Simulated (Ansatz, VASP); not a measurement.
## LiBr: VASP beside Ansatz

File POSCAR:

```
LiBr
1.0
    0.0000000000      2.7395650436      2.7395650436
    2.7395650436      0.0000000000      2.7395650436
    2.7395650436      2.7395650436      0.0000000000
Li Br
1 1
Direct
    0.0000000000      0.0000000000      0.0000000000
    0.5000000000      0.5000000000      0.5000000000
```

INCAR.step1

```
SYSTEM = LiBr
PREC     = Accurate       ! precision mode
ENCUT    = 650            ! plane-wave cutoff, eV
EDIFF    = 1E-5           ! SCF threshold, eV
ISMEAR   = 0              ! smearing method
SIGMA    = 0.01           ! smearing width, eV
LREAL    = .False.        ! projectors in reciprocal space
LASPH    = .True.         ! aspherical terms in the spheres
NELM     = 120            ! most SCF steps
ALGO     = Normal         ! electronic algorithm
ISIF     = 2              ! what is computed and relaxed
LWAVE    = .True.         ! write WAVECAR
NBANDS   = 12             ! bands
GGA      = PE             ! functional
GGA_COMPAT= .False.
```

Contents of INCAR.step2:

```
SYSTEM = LiBr
PREC     = Accurate       ! precision mode
ENCUT    = 650            ! plane-wave cutoff, eV
EDIFF    = 1E-6           ! SCF threshold, eV
ISMEAR   = 0              ! smearing method
SIGMA    = 0.01           ! smearing width, eV
LREAL    = .False.        ! projectors in reciprocal space
LASPH    = .True.         ! aspherical terms in the spheres
NELM     = 120            ! most SCF steps
ALGO     = Normal         ! electronic algorithm
ISIF     = 2              ! what is computed and relaxed
LWAVE    = .False.        ! write WAVECAR
LCHARG   = .True.         ! write CHGCAR
GGA      = PE             ! functional
LHFCALC  = .True.         ! exact exchange
AEXX     = 0.5            ! exact-exchange fraction
HFSCREEN = 0.3            ! screening, 1/A
PRECFOCK = Normal       
LELF     = .True.         ! ELF
LVHAR    = .True.       
NBANDS   = 12             ! bands
ISTART   = 1            
GGA_COMPAT= .False.
```

Contents of KPOINTS:

```
regular mesh
0
Gamma
  4 4 4
  0 0 0
```

Input for Ansatz:

```yaml
crystal:
  lattice:
    - [0.0, 2.7395650436, 2.7395650436]
    - [2.7395650436, 0.0, 2.7395650436]
    - [2.7395650436, 2.7395650436, 0.0]
  atoms:
    - { symbol: Li, position: [0.0, 0.0, 0.0] }
    - { symbol: Br, position: [0.5, 0.5, 0.5] }
kpoints:
  mp_grid: { grid: [4, 4, 4] }
hamiltonian:
  xc: { exchange: pbe, correlation: pbe, exx: { coeff: 0.5, omega: 0.3 } }
scf:
  occupations: { method: fixed }
  n_extra_bands: 4
output:
  forces: true
  stress: true
  eigenvalues: true
```

Alike in both runs: task single point; functional PBE-based screened hybrid with a share of 0.5 of exact exchange and HFSCREEN = 0.3; k mesh 4 × 4 × 4; no spin polarisation.

```csv
,VASP,Ansatz
version,VASP 6.6.1,Ansatz 0.2.0
potentials or method,"VASP PAW PBE potentials, release 64 (Li_sv, Br)",plane waves
plane-wave cutoff (eV),650,420
occupations,"gaussian, width 0.01 eV",fixed
valence electrons in the cell,10,10
```

VASP gave:

```
gap on the k mesh at the Fermi level (eV) : 7.01
pressure (GPa)                            : -0.6
```

Q: Which values does Ansatz return?

A: gap on the k mesh at the Fermi level (eV): 7.04; pressure (GPa): -0.4.

VASP's potentials were made for PBE, not for PBE-based screened hybrid. Ansatz's warnings: stress exchange threshold loose, stress scf threshold loose.

The k mesh is coarse, so the values compare programs but aren't converged.
